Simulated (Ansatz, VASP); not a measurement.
Two plane-wave programs on RbBr

INCAR

```
PREC = Accurate ; ENCUT = 520
EDIFF = 1E-6 ; ISMEAR = 0
SIGMA = 0.05 ; LREAL = False
LASPH = True ; NELM = 100
ALGO = Normal ; ISIF = 2
LWAVE = False ; LCHARG = False
GGA = PS ; NBANDS = 15
```

The input KPOINTS:

```
regular mesh
0
Gamma
  6 6 6
```

File POSCAR:

```
RbBr
1.0
    4.1260773000      0.0000000000      0.0000000000
    0.0000000000      4.1260773000      0.0000000000
    0.0000000000      0.0000000000      4.1260773000
Rb Br
1 1
Direct
    0.0000000000      0.0000000000      0.0000000000
    0.5000000000      0.5000000000      0.5181770710
```

Input for Ansatz:

```yaml
crystal:
  lattice:
    - [4.1260773, 0.0, 0.0]
    - [0.0, 4.1260773, 0.0]
    - [0.0, 0.0, 4.1260773]
  atoms:
    - { symbol: Rb, position: [0.0, 0.0, 0.0] }
    - { symbol: Br, position: [0.5, 0.5, 0.518177071] }
basis:
  ecutwfc: 420
kpoints:
  mp_grid: { grid: [6, 6, 6] }
hamiltonian:
  xc: pbesol
scf:
  occupations: { method: gaussian, width: 0.05 }
output:
  forces: true
  stress: true
  eigenvalues: true
```

Change from the starting cell: all Br atoms moved +0.075 Å, as atom 2 along Cartesian [0 0 1].

Alike in both runs: task single point; functional PBEsol; k mesh 6 × 6 × 6; occupations gaussian, width 0.05 eV; no spin polarisation.

|  | VASP | Ansatz |
| --- | --- | --- |
| version | VASP 6.6.1 | Ansatz 0.2.0 |
| potentials or method | VASP PAW PBE potentials, release 64 (Rb_sv, Br), cutoff 520 eV | scalar-relativistic, plane waves, PAW |
| valence electrons in the cell | 16 | 16 |

VASP gave:

| Item | Value |
| --- | --- |
| gap on the k mesh at the Fermi level (eV) | 3.91 |
| least direct gap on the mesh (eV) | 4.06 |
| pressure (GPa) | -0.5 |
| rms of the force components (eV/Å) | 0.029 |

Q: Which values does Ansatz return?

A: gap on the k mesh at the Fermi level (eV): 3.91; least direct gap on the mesh (eV): 4.06; pressure (GPa): -0.6; rms of the force components (eV/Å): 0.028.

VASP's potentials were made for PBE, not for PBEsol. Atom by atom the forces differ by 0.001 eV/Å (rms over components).
